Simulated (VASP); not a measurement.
Wanted: the native input for a VASP 6.6.1 run.

* Task: single point
* Functional: PBE
* Potentials or basis: VASP PAW PBE potentials, release 64 (Hf_pv, Bi_d, O)
* Cutoff: 520 eV
* k mesh: 6 × 6 × 2
* Occupations: gaussian, width 0.1 eV
* Spin: no spin polarisation
* Dipole correction: no
* Further INCAR settings: ALGO = Normal; EDIFF = 1e-07; NBANDS = 36

The structure of Hf2Bi2O lies in POSCAR:

```
Hf2Bi2O
1.0
    4.0300520100      0.0000000000      0.0000000000
   -2.0150260000      3.4901274200      0.0000000000
    0.0000000000      0.0000000000      8.1555325800
Hf Bi O
2 2 1
Direct
    0.3333333300      0.6666666700      0.2054603200
    0.3333333300      0.6666666700      0.7945396800
    0.6666666700      0.3333333300      0.0000000000
    0.0000000000      0.0000000000      0.0000000000
    0.0000000000      0.0000000000      0.5000000000
```

The input as run:

INCAR

```
ALGO = Normal ; EDIFF = 1E-7
ENCUT = 520 ; GGA = PE
ISIF = 2 ; ISMEAR = 0
LASPH = True ; LCHARG = False
LREAL = False ; LWAVE = False
NBANDS = 36 ; NELM = 80
PREC = Accurate ; SIGMA = 0.1
```

KPOINTS

```
k-points
0
Gamma
  6 6 2
```

Potentials or basis: VASP PAW PBE potentials, release 64 (Hf_pv, Bi_d, O).

The run is started by

```console
$ cat potpaw_PBE.64/Hf_pv/POTCAR potpaw_PBE.64/Bi_d/POTCAR potpaw_PBE.64/O/POTCAR > POTCAR
$ mpirun -np 1 vasp_std > vasp.out
```

Results of the run:

```
Pressure               : 53.7 GPa
Largest force          : 4.257 eV/Å
Band gap on the k mesh : zero (band 28 reaches 7.20 eV, above the bottom of band 29 at 5.86 eV)
```

Caveat: the k points lie up to 0.39 Å⁻¹ apart; spin-orbit coupling is left out, which moves the levels of the heavy elements; forces of over 1 eV/Å act on the atoms, so gaps and moduli don't describe the material at rest.

It took 49 s on 1 thread of Intel(R) Xeon(R) 6975P-C (Granite Rapids), with other jobs on the host, peak memory 0.25 GiB.
